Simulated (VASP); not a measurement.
# LiGe16 (a cell with a defect) in VASP: single point with PBE

Aim: the single point of LiGe16 (a cell with a defect) with PBE.

Program: VASP 6.6.1. These are calculated values, not measurements. Logs are shortened: lines on timing, memory, paths and dates and some standing lists are left out, and cuts for length are marked.

### 1 The cell of the first run

The cell holds a defect, 17 atoms: a = 8.004 Å, b = 8.004 Å, c = 8.004 Å, α = 60.00°, β = 60.00°, γ = 60.00°.

### 2 Single point, PBE

Input file INCAR:

```
ALGO = Normal
EDIFF = 1E-6
ENCUT = 520
GGA = PE
ISIF = 2
ISMEAR = -1
LASPH = T
LCHARG = T
LELF = T
LREAL = Auto
LVHAR = T
LWAVE = F
NBANDS = 128
NELM = 60
PREC = Accurate
SIGMA = 0.1
```

Input file KPOINTS:

```
k-points
0
Gamma
  2 2 2
```

Input file POSCAR:

```
LiGe16
1.0
    0.0000000000      5.6600000000      5.6600000000
    5.6600000000      0.0000000000      5.6600000000
    5.6600000000      5.6600000000      0.0000000000
Ge Li
16 1
Direct
    0.0023003725     -0.0025997626     -0.0025881869
    0.1313754726      0.1227733905      0.1227145519
    0.0023965789     -0.0020985647      0.5016983965
    0.1239915345      0.1278698363      0.6237970039
    0.0023657288      0.5018276970     -0.0021450965
    0.1239498403      0.6237909259      0.1279617708
   -0.0000799499      0.5002319943      0.5003234790
    0.1244271750      0.6242247812      0.6241806166
    0.5003712537     -0.0010613350     -0.0014669983
    0.6223411481      0.1222119393      0.1221690333
    0.4976260493     -0.0023729552      0.5017463220
    0.6235247610      0.1233021200      0.6294338063
    0.4975755901      0.5018672787     -0.0024130577
    0.6234046584      0.6298611196      0.1231209754
    0.4981140275      0.5019210750      0.5017589633
    0.6275584078      0.6239789866      0.6239421687
    0.7504581513      0.2479107731      0.2472369517
```

Potentials or basis: VASP PAW PBE potentials, release 64 (Ge_d, Li_sv).

Launch:

```sh
> cat potpaw_PBE.64/Ge_d/POTCAR potpaw_PBE.64/Li_sv/POTCAR > POTCAR
> mpirun -np 1 vasp_std > vasp.out
```

OUTCAR:

```text
EDIFF = 1E-6
   ENCUT = 520
   GGA = PE
   ISIF = 2
   ISMEAR = -1
   LASPH = T
   LREAL = Auto
   NELM = 60
   PREC = Accurate

 ion  position               nearest neighbor table
   1  0.002  0.997  0.997-   6 2.44   4 2.44   2 2.48  10 2.48
   2  0.131  0.123  0.123-   9 2.41   3 2.48   5 2.48   1 2.48  17 2.49
   3  0.002  0.998  0.502-   4 2.44   8 2.44  12 2.48   2 2.48
   4  0.124  0.128  0.624-   7 2.43   1 2.44  11 2.44   3 2.44
   5  0.002  0.502  0.998-   6 2.44   8 2.44  14 2.48   2 2.48
   6  0.124  0.624  0.128-   7 2.43   1 2.44  13 2.44   5 2.44
   7  1.000  0.500  0.500-   8 2.43   6 2.43  16 2.43   4 2.43
   8  0.124  0.624  0.624-   7 2.43   5 2.44   3 2.44  15 2.44
   9  0.500  0.999  0.999-  10 2.41   2 2.41  14 2.41  12 2.41
  10  0.622  0.122  0.122-   9 2.41  17 2.48  11 2.48  13 2.48   1 2.48
  11  0.498  0.998  0.502-   4 2.44  16 2.44  12 2.48  10 2.48
  12  0.624  0.123  0.629-   9 2.41  15 2.47   3 2.48  11 2.48  17 2.50
  13  0.498  0.502  0.998-   6 2.44  16 2.44  14 2.48  10 2.48
  14  0.623  0.630  0.123-   9 2.41  15 2.47   5 2.48  13 2.48  17 2.50
  15  0.498  0.502  0.502-   8 2.44  16 2.44  12 2.47  14 2.47
  16  0.628  0.624  0.624-   7 2.43  13 2.44  11 2.44  15 2.44
  17  0.750  0.248  0.247-  10 2.48   2 2.49  14 2.50  12 2.50

  LATTYP: Found a face centered cubic cell.
 ALAT       =    11.3200000000

  Lattice vectors:

 A1 = (   0.0000000000,   5.6600000000,   5.6600000000)
 A2 = (   5.6600000000,   0.0000000000,   5.6600000000)
 A3 = (   5.6600000000,   5.6600000000,   0.0000000000)

Analysis of symmetry for initial positions (statically):
=====================================================================
 Subroutine PRICEL returns:
 Original cell was already a primitive cell.

 Routine SETGRP: Setting up the symmetry group for a
 face centered cubic supercell.

 Subroutine GETGRP returns: Found  1 space group operations
 (whereof  1 operations were pure point group operations)
 out of a pool of 48 trial point group operations.

The static configuration has the point symmetry C_1 .

Analysis of symmetry for dynamics (positions and initial velocities):
=====================================================================
 Subroutine PRICEL returns:
 Original cell was already a primitive cell.

 Routine SETGRP: Setting up the symmetry group for a
 face centered cubic supercell.

 Subroutine GETGRP returns: Found  1 space group operations
 (whereof  1 operations were pure point group operations)
 out of a pool of 48 trial point group operations.

The dynamic configuration has the point symmetry C_1 .

 Subroutine INISYM returns: Found  1 space group operations
 (whereof  1 operations are pure point group operations),
 and found     1 'primitive' translations

----------------------------------------------------------------------------------------

                                     Primitive cell

  volume of cell :     362.6430

  direct lattice vectors                    reciprocal lattice vectors
     0.000000000  5.660000000  5.660000000    -0.088339223  0.088339223  0.088339223
     5.660000000  0.000000000  5.660000000     0.088339223 -0.088339223  0.088339223
     5.660000000  5.660000000  0.000000000     0.088339223  0.088339223 -0.088339223

  length of vectors
     8.004448763  8.004448763  8.004448763     0.153008022  0.153008022  0.153008022

  position of ions in fractional coordinates (direct lattice)
     0.002300373  0.997400237  0.997411813
     0.131375473  0.122773391  0.122714552
     0.002396579  0.997901435  0.501698396
     0.123991535  0.127869836  0.623797004
     0.002365729  0.501827697  0.997854903
     0.123949840  0.623790926  0.127961771
[... 9 lines left out ...]
     0.627558408  0.623978987  0.623942169
     0.750458151  0.247910773  0.247236952

  ion indices of the primitive-cell ions
   primitive index   ion index
                 1           1
                 2           2
                 3           3
                 4           4
                 5           5
                 6           6
[... 9 lines left out ...]
                16          16
                17          17

----------------------------------------------------------------------------------------

 KPOINTS: k-points

Automatic generation of k-mesh.
 Grid dimensions read from file:
 generate k-points for:    2    2    2

 Generating k-lattice:

  Cartesian coordinates                     Fractional coordinates (reciprocal lattice)
    -0.044169611  0.044169611  0.044169611     0.500000000  0.000000000  0.000000000
     0.044169611 -0.044169611  0.044169611     0.000000000  0.500000000  0.000000000
     0.044169611  0.044169611 -0.044169611     0.000000000  0.000000000  0.500000000

  Length of vectors
     0.076504011  0.076504011  0.076504011

  Shift w.r.t. Gamma in fractional coordinates (k-lattice)
     0.000000000  0.000000000  0.000000000

 Subroutine IBZKPT returns following result:
 ===========================================

 Found      8 irreducible k-points:

 Following reciprocal coordinates:
            Coordinates               Weight
  0.000000  0.000000  0.000000      1.000000
  0.500000  0.000000  0.000000      1.000000
  0.000000  0.500000  0.000000      1.000000
  0.000000  0.000000  0.500000      1.000000
  0.500000  0.500000  0.500000      1.000000
  0.500000  0.500000  0.000000      1.000000
  0.000000  0.500000  0.500000      1.000000
  0.500000  0.000000  0.500000      1.000000
   k-points           NKPTS =      8   k-points in BZ     NKDIM =      8   number of bands    NBANDS=    128
   number of dos      NEDOS =    301   number of ions     NIONS =     17
   total plane-waves  NPLWV = 216000
   dimension x,y,z NGX =    60 NGY =   60 NGZ =   60
   dimension x,y,z NGXF=   120 NGYF=  120 NGZF=  120
   ions per type =              16   1
   NGX,Y,Z   is equivalent  to a cutoff of  12.46, 12.46, 12.46 a.u.
   NGXF,Y,Z  is equivalent  to a cutoff of  24.92, 24.92, 24.92 a.u.
 SYSTEM =  unknown system
   PREC   = accura    normal or accurate (medium, high low for compatibility)
   ISTART =      0    job   : 0-new  1-cont  2-samecut
   ICHARG =      2    charge: 1-file 2-atom 10-const
   ISPIN  =      1    spin polarized calculation?
   LNONCOLLINEAR =      F non collinear calculations
   LSORBIT =      F    spin-orbit coupling
   LASPH  =      T    aspherical Exc in radial PAW
   ENCUT  =  520.0 eV  38.22 Ry    6.18 a.u.  14.88 14.88 14.88*2*pi/ulx,y,z
   NELM   =     60;   NELMIN=  2; NELMDL= -5     # of ELM steps
   EDIFF  = 0.1E-05   stopping-criterion for ELM
   LREAL  =      T    real-space projection
   EDIFFG = 0.1E-04   stopping-criterion for IOM
   NSW    =      0    number of steps for IOM
   IBRION =     -1    ionic relax: 0-MD 1-quasi-New 2-CG
   NFREE  =      0    steps in history (QN), initial steepest desc. (CG)
   ISIF   =      2    stress and relaxation
   ISYM   =      2    0-nonsym 1-usesym 2-fastsym
   POTIM  = 0.5000    time-step for ionic-motion
   TEBEG  =    0.0;   TEEND  =   0.0 temperature during run
   PSTRESS=    0.0 pullay stress
   NELECT =     227.0000    total number of electrons
   NUPDOWN=      -1.0000    fix difference up-down
   EMIN   =  10.00;   EMAX   =-10.00  energy-range for DOS
   EFERMI =   0.00;   METHOD = LEGACY
   ISMEAR =    -1;   SIGMA  =   0.10  broadening in eV -4-tet -1-fermi 0-gaus
   EFERMI_NEDOS =   21; number of points for ismear=-14 and -15
   IALGO  =     38    algorithm
   IMIX   =      4    mixing-type and parameters
     AMIX     =   0.40;   BMIX     =  1.00
     AMIX_MAG =   1.60;   BMIX_MAG =  1.00
  volume/ion in A,a.u.               =      21.33       143.96
  Fermi-wavevector in a.u.,A,eV,Ry     =   1.400416  2.646402 26.683264  1.961165
  Thomas-Fermi vector in A             =   2.523379
   LORBIT       =      0    0 simple, 1 ext, 2 COOP (PROOUT), +10 PAW based schemes
   GGA     = PE    functional components
   LHFCALC =     F    Hartree Fock is set to
   AEXX    =    0.0000 exact exchange contribution
   IVDW    =     0    specifies the selected vdW correction
   LEPSILON=     F    determine dielectric tensor
   LRPA    =     F    only Hartree local field effects (RPA)
 non-spin polarized calculation
  energy-cutoff  :      520.00
  volume of cell :      362.64
 maximum number of plane-waves:      9841
 NGX is ok and might be reduce to    60
   NGX = 29   NGY = 29   NGZ = 29

 number of electron     227.0000039 magnetization

 Free energy of the ion-electron system (eV)
  ---------------------------------------------------
  ext. energy  EPLUGINS =         0.00000000
  ---------------------------------------------------
  free energy    TOTEN  =       -71.87832753 eV

  energy without entropy =      -71.74985623  energy(sigma->0) =      -71.81409188

 E-fermi :   5.4306     XC(G=0): -10.0050

 val. band max:        5.3643370465   @ k =   0.0000   0.0000   0.0000
 cond. band min:       5.7225686570   @ k =   0.0000   0.0000   0.5000
 fundamental gap:      0.3582316105
 Fermi energy:         5.4306418646

 k-point     1 :       0.0000    0.0000    0.0000
  band No.  band energies     occupation
      1     -41.9386      2.00000
      2     -19.7313      2.00000
      3     -19.7307      2.00000
      4     -19.7304      2.00000
      5     -19.6511      2.00000
      6     -19.6511      2.00000
[... 117 lines left out ...]
    124       5.9606      0.00993
    125       7.5063      0.00000

 k-point     2 :       0.5000    0.0000    0.0000
  band No.  band energies     occupation
      1     -41.9386      2.00000
      2     -19.7344      2.00000
      3     -19.7321      2.00000
      4     -19.7315      2.00000
      5     -19.6547      2.00000
      6     -19.6545      2.00000
[... 885 lines left out ...]
    124       9.3659      0.00000
    125       9.4594      0.00000
 [bands above 125 left out]

------------------------ aborting loop because EDIFF is reached ----------------------------------------

  FORCE on cell =-STRESS in cart. coord.  units (eV):
  Direction    XX          YY          ZZ          XY          YZ          ZX
  --------------------------------------------------------------------------------------
  -------------------------------------------------------------------------------------
  Total       16.0017884     15.9987901     15.9994940      0.0132637      0.0281239      0.0163158
  in kB       70.6968097     70.6835633     70.6866731      0.0585996      0.1242528      0.0720840
  external PRESSURE =      70.6890154 kB  Pullay stress =       0.0000000 kB

 VOLUME and BASIS-vectors are now :
 -----------------------------------------------------------------------------
  energy-cutoff  :      520.00
  volume of cell :      362.64
      direct lattice vectors                 reciprocal lattice vectors
     0.000000000  5.660000000  5.660000000    -0.088339223  0.088339223  0.088339223
     5.660000000  0.000000000  5.660000000     0.088339223 -0.088339223  0.088339223
     5.660000000  5.660000000  0.000000000     0.088339223  0.088339223 -0.088339223

 POSITION                                       TOTAL-FORCE (eV/Angst)
 -----------------------------------------------------------------------------------
     11.29064      5.65837      5.65831         0.009978     -0.007994     -0.008135
      1.38946      1.43815      1.43848        -0.018112     -0.009609     -0.007275
      8.48774      2.85318      5.66169        -0.002648      0.015077      0.007887
      4.25443      4.23248      1.42554        -0.008027      0.013309     -0.010080
      8.48820      5.66125      2.85373        -0.001566      0.006991      0.013006
      4.25492      1.42582      4.23221        -0.008516     -0.010281      0.013472
[... 9 lines left out ...]
      7.06323      7.08349      7.08370         0.012983     -0.007412     -0.007718
      2.80254      5.64695      5.65077         0.025923      0.016198      0.012924
 -----------------------------------------------------------------------------------
    total drift:                               -0.002881      0.000963      0.000596

  FREE ENERGIE OF THE ION-ELECTRON SYSTEM (eV)
  ---------------------------------------------------
  free  energy   TOTEN  =       -71.8783275276 eV

  energy  without entropy=      -71.7498562307  energy(sigma->0) =      -71.81409188
```

Run time: 14 min. Hardware: 1 thread of Intel Xeon Platinum 8375C at 2.90GHz (Ice Lake), shared host; peak memory 0.61 GiB.

Results:

```yaml
Free_energy: -71.8783 eV
Largest_force: 0.033 eV/Å
Band_gap_on_the_k_mesh: zero (an odd number of electrons rules out a gap without spin polarisation)
```

Forces in eV/Å, atoms in the order of the input:
```
Ge   0.010 -0.008 -0.008
Ge  -0.018 -0.010 -0.007
Ge  -0.003  0.015  0.008
Ge  -0.008  0.013 -0.010
Ge  -0.002  0.007  0.013
Ge  -0.009 -0.010  0.013
Ge  -0.004 -0.002 -0.002
Ge   0.009  0.006  0.006
Ge   0.000  0.000  0.000
Ge  -0.005  0.006  0.009
Ge  -0.012 -0.014 -0.001
Ge  -0.003  0.005 -0.020
Ge  -0.011  0.001 -0.013
Ge  -0.007 -0.019  0.004
Ge   0.023  0.001  0.003
Ge   0.013 -0.007 -0.008
Li   0.026  0.016  0.013
```

Levels at points of the mesh, in eV from the Fermi level:
```
           k point  band 111  band 112  band 113  band 114  band 115  band 116
(0.00, 0.00, 0.00)     -0.26     -0.25     -0.25     -0.22     -0.12     -0.11
(0.50, 0.00, 0.00)     -1.18     -1.12     -1.12      0.29      0.38      0.91
(0.00, 0.50, 0.00)     -1.18     -1.13     -1.13      0.29      0.38      0.92
(0.00, 0.00, 0.50)     -1.18     -1.13     -1.13      0.29      0.39      0.92
(0.50, 0.50, 0.50)     -1.19     -1.12     -1.12      0.30      0.38      0.90
(0.50, 0.50, 0.00)     -1.82     -1.75     -1.71      0.69      0.70      1.45
(0.00, 0.50, 0.50)     -1.82     -1.75     -1.71      0.69      0.70      1.45
(0.50, 0.00, 0.50)     -1.82     -1.75     -1.71      0.69      0.70      1.45
```

Caveat: the k points lie up to 0.48 Å⁻¹ apart, too coarse for converged energies and pressures of a metal; the cutoff is under 1.25 times the usual one of these potentials, so pressure, stress and relaxed cells hold a basis-set (Pulay) error; an odd number of electrons without spin polarisation forces a metal; a magnetic or distorted state may lie lower.

The gap in the log of VASP goes by the Fermi energy; the results here count the filled bands.